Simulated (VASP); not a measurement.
Input of a VASP 6.6.1 run:

File INCAR:

```
  PREC = Accurate
  ENCUT = 520
  EDIFF = 1E-6
  ISMEAR = 0
  SIGMA = 0.1
  LREAL = F
  LASPH = T
  NELM = 60
  ALGO = Normal
  ISIF = 2
  LWAVE = F
  LCHARG = F
  GGA = PE
  NBANDS = 42
```

File KPOINTS:

```
regular mesh
0
Gamma
  2 2 2
```

File POSCAR:

```
Cd4Se3
1.0
    5.9461084262      0.1888640827     -0.1877732029
    0.1885966689      5.9494074487     -0.1829745485
   -0.1796098122     -0.1750748989      5.9189325125
Cd Se
4 3
Direct
    0.7219567867      0.7221403750      0.6519306004
    0.1724712862      0.1727346266      0.8270153914
    0.3483736493      0.7209373264      0.2787427534
    0.7211226827      0.3484350579      0.2784787877
   -0.0031155423     -0.0031735953      0.4572458712
    0.5417234241     -0.0028003355      0.0033731699
   -0.0025322866      0.5417265449      0.0032134260
```

Potentials or basis: VASP PAW PBE potentials, release 64 (Cd, Se).

Command:

```bash
$ cat potpaw_PBE.64/Cd/POTCAR potpaw_PBE.64/Se/POTCAR > POTCAR
$ mpirun -np 1 vasp_std > vasp.out
```

Task: What does it give for the band gap on the k mesh?

Result: 1.18 eV.

Task: Predict the largest force.

Result: 0.029 eV/Å.

Forces on the atoms (eV/Å):
```
Cd  -0.012 -0.010 -0.008
Cd   0.003  0.000  0.000
Cd   0.007 -0.011  0.011
Cd  -0.014  0.005  0.011
Se  -0.007 -0.008 -0.026
Se   0.028 -0.001  0.004
Se  -0.005  0.025  0.008
```

Caveat: the k points lie up to 0.53 Å⁻¹ apart. A k mesh can miss the band edges.
